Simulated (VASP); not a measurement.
# W: single point with LDA

W:

```xyz
2
Lattice="0.0000 2.8174 2.8174 2.8174 0.0000 2.8174 2.8174 2.8174 0.0000" Properties=species:S:1:pos:R:3 pbc="T T T"
W     0.7044    0.7044    0.7044
W     4.9305    4.9305    4.9305
```

This isn't the form of W at room conditions, which is bcc.

- Program: VASP 6.6.1
- Task: single point
- Functional: LDA
- Potentials or basis: VASP PAW LDA potentials, release 64 (W_sv)
- Cutoff: 520 eV
- k mesh: 11 × 11 × 11
- Occupations: fermi-dirac, width 0.1 eV
- Spin: no spin polarisation

```yaml
Pressure: 7.5 GPa
Band_gap_on_the_k_mesh: zero (bands 14 and 15 overlap by 0.95 eV)
```

Levels at points of the mesh, in eV from the Fermi level:
```csv
k point,band 12,band 13,band 14,band 15,band 16,band 17
"(0.00, 0.00, 0.00)",-1.21,-1.21,-1.21,1.64,1.64,1.64
```

Wall time 25 s on 1 thread of Intel(R) Xeon(R) 6975P-C (Granite Rapids), on a shared host, peak memory 0.17 GiB.

Caveat: the cell stands under pressure; spin-orbit coupling is left out, which moves the levels of the heavy elements.
